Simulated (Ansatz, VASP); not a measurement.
# One calculation of Lu, two programs

```
CELL_PARAMETERS angstrom
5.52753 0.00000 0.00000
-2.76377 4.78698 0.00000
0.00000 0.00000 3.45840
ATOMIC_POSITIONS crystal
Lu 0.00000 0.00000 0.00000
Lu 0.33333 0.66667 0.50000
Lu 0.66667 0.33333 0.50000
```

Alike in both runs: task single point; functional RPBE; k mesh 8 × 8 × 10; occupations fermi-dirac, width 0.1 eV; no spin polarisation.

|  | VASP | Ansatz |
| --- | --- | --- |
| version | VASP 6.6.1 | Ansatz 0.2.0 |
| potentials or method | VASP PAW PBE potentials, release 64 (Lu), cutoff 520 eV | plane waves (420 eV) with PAW, scalar-relativistic |
| valence electrons in the cell | 75 | 75 |

|  | VASP | Ansatz | Ansatz less VASP |
| --- | --- | --- | --- |
| pressure (GPa) | 0.0 | 0.0 | -0.01 |
| traceless stress, the component that is largest in VASP (GPa) | 0.03 | 0.06 | +0.021 |

VASP's potentials were made for PBE, not for RPBE. With one functional, cell and mesh, what is left measures potentials, basis and numerics.

Neither program's run includes spin-orbit coupling.
